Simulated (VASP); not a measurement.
# Pb (Fd-3m) in VASP: a series of runs

Runs on Pb. Level: PBEsol. Tasks: single point.

Everything below comes from runs of VASP 6.6.1. Logs are shortened: lines on timing, memory, paths and dates and some standing lists are left out, and cuts for length are marked.

## (1) The cell of the first run

It takes space group Fd-3m (No. 227, cubic). The conventional cell has a = 6.913 Å, b = 6.913 Å, c = 6.913 Å, α = 90.00°, β = 90.00°, γ = 90.00°. Pb (site symmetry -43m) has 4 Pb at 2.99 Å within 3.9 Å.

## (2) Single point, PBEsol

Contents of INCAR:

```
ALGO = Normal
EDIFF = 1E-6
ENCUT = 520
GGA = PS
ISIF = 2
ISMEAR = -1
LASPH = True
LCHARG = True
LELF = True
LREAL = False
LVHAR = True
LWAVE = False
NBANDS = 21
NELM = 100
PREC = Accurate
SIGMA = 0.1
```

Contents of KPOINTS:

```
k-points
0
Gamma
  8 8 8
```

Contents of POSCAR:

```
Pb
1.0
    0.0000000000      3.4562703011      3.4562703011
    3.4562703011      0.0000000000      3.4562703011
    3.4562703011      3.4562703011      0.0000000000
Pb
2
Direct
    0.1250000000      0.1250000000      0.1250000000
    0.8750000000      0.8750000000      0.8750000000
```

Potentials or basis: VASP PAW PBE potentials, release 64 (Pb_d).

Launch:

```console
$ cat potpaw_PBE.64/Pb_d/POTCAR > POTCAR
$ mpirun -np 1 vasp_std > vasp.out
```

OUTCAR:

```text
EDIFF = 1E-6
   ENCUT = 520
   GGA = PS
   ISIF = 2
   ISMEAR = -1
   LASPH = True
   LREAL = False
   NELM = 100
   PREC = Accurate

 ion  position               nearest neighbor table
   1  0.125  0.125  0.125-   2 2.99   2 2.99   2 2.99   2 2.99
   2  0.875  0.875  0.875-   1 2.99   1 2.99   1 2.99   1 2.99

  LATTYP: Found a face centered cubic cell.
 ALAT       =     6.9125406022

  Lattice vectors:

 A1 = (   0.0000000000,   3.4562703011,   3.4562703011)
 A2 = (   3.4562703011,   0.0000000000,   3.4562703011)
 A3 = (   3.4562703011,   3.4562703011,   0.0000000000)

Analysis of symmetry for initial positions (statically):
=====================================================================
 Subroutine PRICEL returns:
 Original cell was already a primitive cell.

 Routine SETGRP: Setting up the symmetry group for a
 face centered cubic supercell.

 Subroutine GETGRP returns: Found 48 space group operations
 (whereof 12 operations were pure point group operations)
 out of a pool of 48 trial point group operations.

The static configuration has the point symmetry D_3d.
 The point group associated with its full space group is O_h .

Analysis of symmetry for dynamics (positions and initial velocities):
=====================================================================
 Subroutine PRICEL returns:
 Original cell was already a primitive cell.

 Routine SETGRP: Setting up the symmetry group for a
 face centered cubic supercell.

 Subroutine GETGRP returns: Found 48 space group operations
 (whereof 12 operations were pure point group operations)
 out of a pool of 48 trial point group operations.

The dynamic configuration has the point symmetry D_3d.
 The point group associated with its full space group is O_h .

 Subroutine INISYM returns: Found 48 space group operations
 (whereof 12 operations are pure point group operations),
 and found     1 'primitive' translations

----------------------------------------------------------------------------------------

                                     Primitive cell

  volume of cell :      82.5759

  direct lattice vectors                    reciprocal lattice vectors
     0.000000000  3.456270301  3.456270301    -0.144664611  0.144664611  0.144664611
     3.456270301  0.000000000  3.456270301     0.144664611 -0.144664611  0.144664611
     3.456270301  3.456270301  0.000000000     0.144664611  0.144664611 -0.144664611

  length of vectors
     4.887904335  4.887904335  4.887904335     0.250566457  0.250566457  0.250566457

  position of ions in fractional coordinates (direct lattice)
     0.125000000  0.125000000  0.125000000
     0.875000000  0.875000000  0.875000000

  ion indices of the primitive-cell ions
   primitive index   ion index
                 1           1
                 2           2

----------------------------------------------------------------------------------------

 KPOINTS: k-points

Automatic generation of k-mesh.
 Grid dimensions read from file:
 generate k-points for:    8    8    8

 Generating k-lattice:

  Cartesian coordinates                     Fractional coordinates (reciprocal lattice)
    -0.018083076  0.018083076  0.018083076     0.125000000  0.000000000  0.000000000
     0.018083076 -0.018083076  0.018083076     0.000000000  0.125000000  0.000000000
     0.018083076  0.018083076 -0.018083076     0.000000000  0.000000000  0.125000000

  Length of vectors
     0.031320807  0.031320807  0.031320807

  Shift w.r.t. Gamma in fractional coordinates (k-lattice)
     0.000000000  0.000000000  0.000000000

 Subroutine IBZKPT returns following result:
 ===========================================

 Found     29 irreducible k-points:

 Following reciprocal coordinates:
            Coordinates               Weight
  0.000000  0.000000  0.000000      1.000000
  0.125000  0.000000  0.000000      8.000000
  0.250000  0.000000  0.000000      8.000000
  0.375000  0.000000  0.000000      8.000000
  0.500000  0.000000  0.000000      4.000000
  0.125000  0.125000  0.000000      6.000000
[... 16 lines left out ...]
  0.500000  0.250000  0.125000     48.000000
 -0.375000  0.250000  0.125000     24.000000
 [... further k-points ...]
   k-points           NKPTS =     29   k-points in BZ     NKDIM =     29   number of bands    NBANDS=     21
   number of dos      NEDOS =    301   number of ions     NIONS =      2
   total plane-waves  NPLWV =  46656
   dimension x,y,z NGX =    36 NGY =   36 NGZ =   36
   dimension x,y,z NGXF=    72 NGYF=   72 NGZF=   72
   ions per type =               2
   NGX,Y,Z   is equivalent  to a cutoff of  12.24, 12.24, 12.24 a.u.
   NGXF,Y,Z  is equivalent  to a cutoff of  24.49, 24.49, 24.49 a.u.
 SYSTEM =  unknown system
   PREC   = accura    normal or accurate (medium, high low for compatibility)
   ISTART =      0    job   : 0-new  1-cont  2-samecut
   ICHARG =      2    charge: 1-file 2-atom 10-const
   ISPIN  =      1    spin polarized calculation?
   LNONCOLLINEAR =      F non collinear calculations
   LSORBIT =      F    spin-orbit coupling
   LASPH  =      T    aspherical Exc in radial PAW
   ENCUT  =  520.0 eV  38.22 Ry    6.18 a.u.   9.09  9.09  9.09*2*pi/ulx,y,z
   NELM   =    100;   NELMIN=  2; NELMDL= -5     # of ELM steps
   EDIFF  = 0.1E-05   stopping-criterion for ELM
   LREAL  =      F    real-space projection
[... 7 lines left out ...]
   TEBEG  =    0.0;   TEEND  =   0.0 temperature during run
   PSTRESS=    0.0 pullay stress
   NELECT =      28.0000    total number of electrons
   NUPDOWN=      -1.0000    fix difference up-down
   EMIN   =  10.00;   EMAX   =-10.00  energy-range for DOS
   EFERMI =   0.00;   METHOD = LEGACY
   ISMEAR =    -1;   SIGMA  =   0.10  broadening in eV -4-tet -1-fermi 0-gaus
   EFERMI_NEDOS =   21; number of points for ismear=-14 and -15
   IALGO  =     38    algorithm
   IMIX   =      4    mixing-type and parameters
     AMIX     =   0.40;   BMIX     =  1.00
     AMIX_MAG =   1.60;   BMIX_MAG =  1.00
  volume/ion in A,a.u.               =      41.29       278.62
  Fermi-wavevector in a.u.,A,eV,Ry     =   1.141589  2.157291 17.731461  1.303226
  Thomas-Fermi vector in A             =   2.278289
   LORBIT       =      0    0 simple, 1 ext, 2 COOP (PROOUT), +10 PAW based schemes
   GGA     = PS    functional components
   LHFCALC =     F    Hartree Fock is set to
   AEXX    =    0.0000 exact exchange contribution
   IVDW    =     0    specifies the selected vdW correction
   LEPSILON=     F    determine dielectric tensor
   LRPA    =     F    only Hartree local field effects (RPA)
 non-spin polarized calculation
  energy-cutoff  :      520.00
  volume of cell :       82.58
 maximum number of plane-waves:      2252
   NGX = 19   NGY = 19   NGZ = 19

 number of electron      27.9999992 magnetization

 Free energy of the ion-electron system (eV)
  ---------------------------------------------------
  ext. energy  EPLUGINS =         0.00000000
  ---------------------------------------------------
  free energy    TOTEN  =        -7.35881587 eV

  energy without entropy =       -7.34247831  energy(sigma->0) =       -7.35064709

 E-fermi :   4.0396     XC(G=0):  -8.5532

 val. band max:        3.7850052969   @ k =   0.1250   0.1250   0.0000
 cond. band min:       4.1005660842   @ k =  -0.1250   0.1250   0.0000
 fundamental gap:      0.3155607874
 Fermi energy:         4.0395675682

 k-point     1 :       0.0000    0.0000    0.0000
  band No.  band energies     occupation
      1     -13.0692      2.00000
      2     -13.0692      2.00000
      3     -13.0692      2.00000
      4     -12.9937      2.00000
      5     -12.9937      2.00000
      6     -12.5772      2.00000
[... 13 lines left out ...]
     20      11.9521      0.00000
     21      11.9521      0.00000

 k-point     2 :       0.1250    0.0000    0.0000
  band No.  band energies     occupation
      1     -13.0840      2.00000
      2     -13.0840      2.00000
      3     -13.0657      2.00000
      4     -12.9726      2.00000
      5     -12.9726      2.00000
      6     -12.6030      2.00000
[... 13 lines left out ...]
     20      11.2907      0.00000
     21      11.2908      0.00000

 k-point     3 :       0.2500    0.0000    0.0000
  band No.  band energies     occupation
      1     -13.1032      2.00000
      2     -13.1032      2.00000
      3     -13.0570      2.00000
      4     -12.9396      2.00000
      5     -12.9396      2.00000
      6     -12.6316      2.00000
[... 13 lines left out ...]
     20      11.0977      0.00000
     21      11.0977      0.00000

 k-point     4 :       0.3750    0.0000    0.0000
  band No.  band energies     occupation
      1     -13.1135      2.00000
      2     -13.1135      2.00000
      3     -13.0478      2.00000
      4     -12.9186      2.00000
      5     -12.9186      2.00000
      6     -12.6470      2.00000
[... 13 lines left out ...]
     20      11.6918      0.00000
     21      11.6918      0.00000

 k-point     5 :       0.5000    0.0000    0.0000
  band No.  band energies     occupation
      1     -13.1162      2.00000
      2     -13.1162      2.00000
      3     -13.0438      2.00000
      4     -12.9125      2.00000
      5     -12.9125      2.00000
      6     -12.6508      2.00000
[... 13 lines left out ...]
     20      11.8289      0.00000
     21      12.3795      0.00000

 k-point     6 :       0.1250    0.1250    0.0000
  band No.  band energies     occupation
      1     -13.0827      2.00000
      2     -13.0803      2.00000
      3     -13.0803      2.00000
      4     -12.9767      2.00000
      5     -12.9505      2.00000
      6     -12.6493      2.00000
[... 13 lines left out ...]
     20      10.2957      0.00000
     21      12.3097      0.00000

 k-point     7 :       0.2500    0.1250    0.0000
  band No.  band energies     occupation
      1     -13.1085      2.00000
      2     -13.0960      2.00000
      3     -13.0656      2.00000
      4     -12.9499      2.00000
      5     -12.9127      2.00000
      6     -12.6920      2.00000
[... 13 lines left out ...]
     20      10.4379      0.00000
     21      11.9477      0.00000
[... 291 lines left out ...]
      1     -13.1657      2.00000
      2     -13.1364      2.00000
      3     -12.9693      2.00000
      4     -12.8577      2.00000
      5     -12.7956      2.00000
      6     -12.7758      2.00000
[... 13 lines left out ...]
     20      12.1354      0.00000
     21      13.8091      0.00000

 k-point    21 :       0.5000    0.5000    0.0000
  band No.  band energies     occupation
      1     -13.1351      2.00000
      2     -13.1351      2.00000
      3     -12.9724      2.00000
      4     -12.9724      2.00000
      5     -12.7724      2.00000
      6     -12.7724      2.00000
[... 13 lines left out ...]
     20      12.0829      0.00000
     21      14.1835      0.00000

 k-point    22 :       0.3750    0.2500    0.1250
  band No.  band energies     occupation
      1     -13.1228      2.00000
      2     -13.1194      2.00000
      3     -13.0415      2.00000
      4     -12.9244      2.00000
      5     -12.8723      2.00000
      6     -12.7369      2.00000
[... 13 lines left out ...]
     20      11.2509      0.00000
     21      11.9871      0.00000

 k-point    23 :       0.5000    0.2500    0.1250
  band No.  band energies     occupation
      1     -13.1461      2.00000
      2     -13.1311      2.00000
      3     -13.0027      2.00000
      4     -12.8952      2.00000
      5     -12.8472      2.00000
      6     -12.7565      2.00000
[... 13 lines left out ...]
     20      11.3970      0.00000
     21      12.3942      0.00000

 k-point    24 :      -0.3750    0.2500    0.1250
  band No.  band energies     occupation
      1     -13.1560      2.00000
      2     -13.1339      2.00000
      3     -12.9846      2.00000
      4     -12.8738      2.00000
      5     -12.8497      2.00000
      6     -12.7507      2.00000
[... 13 lines left out ...]
     20      11.8511      0.00000
     21      12.5839      0.00000

 [... further k-points ...]
[... 5 lines left out ...]
  --------------------------------------------------------------------------------------
  -------------------------------------------------------------------------------------
  Total       -0.0539291     -0.0539291     -0.0539291      0.0000000      0.0000000     -0.0000000
  in kB       -1.0463598     -1.0463598     -1.0463598      0.0000000      0.0000000     -0.0000000
  external PRESSURE =      -1.0463598 kB  Pullay stress =       0.0000000 kB

 VOLUME and BASIS-vectors are now :
 -----------------------------------------------------------------------------
  energy-cutoff  :      520.00
  volume of cell :       82.58
      direct lattice vectors                 reciprocal lattice vectors
     0.000000000  3.456270301  3.456270301    -0.144664611  0.144664611  0.144664611
     3.456270301  0.000000000  3.456270301     0.144664611 -0.144664611  0.144664611
     3.456270301  3.456270301  0.000000000     0.144664611  0.144664611 -0.144664611

 POSITION                                       TOTAL-FORCE (eV/Angst)
 -----------------------------------------------------------------------------------
      0.86407      0.86407      0.86407         0.000000      0.000000     -0.000000
      6.04847      6.04847      6.04847        -0.000000     -0.000000      0.000000
 -----------------------------------------------------------------------------------
    total drift:                                0.000000      0.000000      0.000000

  FREE ENERGIE OF THE ION-ELECTRON SYSTEM (eV)
  ---------------------------------------------------
  free  energy   TOTEN  =        -7.3588158681 eV

  energy  without entropy=       -7.3424783084  energy(sigma->0) =       -7.35064709
```

It took 41 s on 1 thread of Intel Xeon Platinum 8375C at 2.90GHz (Ice Lake), shared host; peak memory 0.21 GiB.

Results:

```yaml
Free_energy: -7.3588 eV
Pressure: -0.1 GPa
Band_gap_on_the_k_mesh: zero (band 14 reaches 4.43 eV, above the bottom of band 15 at 3.30 eV)
```

Caveat: the PAW data sets were made with another functional, which shifts forces and pressure a little; spin-orbit coupling is left out, which moves the levels of the heavy elements.

## (3) Single point, PBEsol (volume scaled by 0.88)

Contents of INCAR:

```
PREC     = Accurate       # precision mode
ENCUT    = 520            # plane-wave cutoff, eV
EDIFF    = 1E-6           # SCF threshold, eV
ISMEAR   = -1             # smearing method
SIGMA    = 0.1            # smearing width, eV
LREAL    = F              # projectors in reciprocal space
LASPH    = T              # aspherical terms in the spheres
NELM     = 60             # most SCF steps
ALGO     = Normal         # electronic algorithm
ISIF     = 2              # what is computed and relaxed
LWAVE    = F              # write WAVECAR
LCHARG   = F              # write CHGCAR
GGA      = PS             # functional
NBANDS   = 21             # bands
```

Contents of KPOINTS:

```
regular mesh
0
Gamma
  9 9 9
```

Contents of POSCAR:

```
Pb
1.0
    0.0000000000      3.3120884304      3.3120884304
    3.3120884304      0.0000000000      3.3120884304
    3.3120884304      3.3120884304      0.0000000000
Pb
2
Direct
    0.1250000000      0.1250000000      0.1250000000
    0.8750000000      0.8750000000      0.8750000000
```

Potentials or basis: VASP PAW PBE potentials, release 64 (Pb_d).

Launch:

```console
$ cat potpaw_PBE.64/Pb_d/POTCAR > POTCAR
$ mpirun -np 1 vasp_std > vasp.out
```

Wall time 46 s (1 thread of Intel Xeon Platinum 8375C at 2.90GHz (Ice Lake), shared host); peak memory 0.22 GiB.

It converged, with:

```
Free energy            : -7.2173 eV
Pressure               : 5.1 GPa
Band gap on the k mesh : zero (band 14 reaches 5.72 eV, above the bottom of band 15 at 4.40 eV)
```

Levels at points of the mesh, in eV from the Fermi level:
```
           k point  band 10  band 11  band 12  band 13  band 14  band 15  band 16  band 17  band 18  band 19
(0.00, 0.00, 0.00)   -16.72   -11.92    -3.34     0.43     0.43     0.43     2.46     2.46     2.46     4.01
```

Caveat: the PAW data sets were made with another functional, which shifts forces and pressure a little; spin-orbit coupling is left out, which moves the levels of the heavy elements.

## (4) Single point, PBEsol (volume scaled by 0.92)

Contents of INCAR:

```
PREC     = Accurate       # precision mode
ENCUT    = 520            # plane-wave cutoff, eV
EDIFF    = 1E-7           # SCF threshold, eV
ISMEAR   = -1             # smearing method
SIGMA    = 0.1            # smearing width, eV
LREAL    = F              # projectors in reciprocal space
LASPH    = T              # aspherical terms in the spheres
NELM     = 100            # most SCF steps
ALGO     = Normal         # electronic algorithm
ISIF     = 2              # what is computed and relaxed
LWAVE    = F              # write WAVECAR
LCHARG   = T              # write CHGCAR
GGA      = PS             # functional
LELF     = T              # ELF
LVHAR    = T            
NBANDS   = 21             # bands
```

Contents of KPOINTS:

```
Automatic mesh
0
Gamma
  9 9 9
```

Contents of POSCAR:

```
Pb
1.0
    0.0000000000      3.3615298753      3.3615298753
    3.3615298753      0.0000000000      3.3615298753
    3.3615298753      3.3615298753      0.0000000000
Pb
2
Direct
    0.1250000000      0.1250000000      0.1250000000
    0.8750000000      0.8750000000      0.8750000000
```

Launch:

```console
$ cat potpaw_PBE.64/Pb_d/POTCAR > POTCAR
$ mpirun -np 1 vasp_std > vasp.out
```

Wall time 55 s (1 thread of Intel Xeon Platinum 8375C at 2.90GHz (Ice Lake), shared host); peak memory 0.22 GiB.

Results (log left out):

```
Free energy            : -7.3010 eV
Pressure               : 3.0 GPa
Band gap on the k mesh : zero (band 14 reaches 5.24 eV, above the bottom of band 15 at 4.00 eV)
```

Levels at points of the mesh, in eV from the Fermi level:
```tsv
k point	band 11	band 12	band 13	band 14	band 15	band 16	band 17	band 18
(0.00, 0.00, 0.00)	-11.60	-3.59	0.41	0.41	0.41	2.44	2.44	2.44
```

Caveat: the PAW data sets were made with another functional, which shifts forces and pressure a little; spin-orbit coupling is left out, which moves the levels of the heavy elements.

## (5) Single point, PBEsol (volume scaled by 0.96)

Contents of INCAR:

```
ALGO = Normal
EDIFF = 1E-6
ENCUT = 520
GGA = PS
ISIF = 2
ISMEAR = -1
LASPH = T
LCHARG = F
LREAL = F
LWAVE = F
NBANDS = 21
NELM = 60
PREC = Accurate
SIGMA = 0.1
```

Contents of KPOINTS:

```
k-points
0
Gamma
  9 9 9
```

Contents of POSCAR:

```
Pb
1.0
    0.0000000000      3.4095582195      3.4095582195
    3.4095582195      0.0000000000      3.4095582195
    3.4095582195      3.4095582195      0.0000000000
Pb
2
Direct
    0.1250000000      0.1250000000      0.1250000000
    0.8750000000      0.8750000000      0.8750000000
```

Launch:

```console
$ cat potpaw_PBE.64/Pb_d/POTCAR > POTCAR
$ mpirun -np 1 vasp_std > vasp.out
```

Run time: 48 s. Hardware: 1 thread of Intel Xeon Platinum 8375C at 2.90GHz (Ice Lake), shared host; peak memory 0.22 GiB.

Results (log left out):

- Free energy: -7.3451 eV
- Pressure: 1.2 GPa
- Band gap on the k mesh: zero (band 14 reaches 4.82 eV, above the bottom of band 15 at 3.65 eV)

Levels at points of the mesh, in eV from the Fermi level:
```
           k point  band 11  band 12  band 13  band 14  band 15  band 16  band 17  band 18
(0.00, 0.00, 0.00)   -11.32    -3.82     0.40     0.40     0.40     2.42     2.42     2.42
```

Caveat: the PAW data sets were made with another functional, which shifts forces and pressure a little; spin-orbit coupling is left out, which moves the levels of the heavy elements.

(Continued in part 2 of 2.)
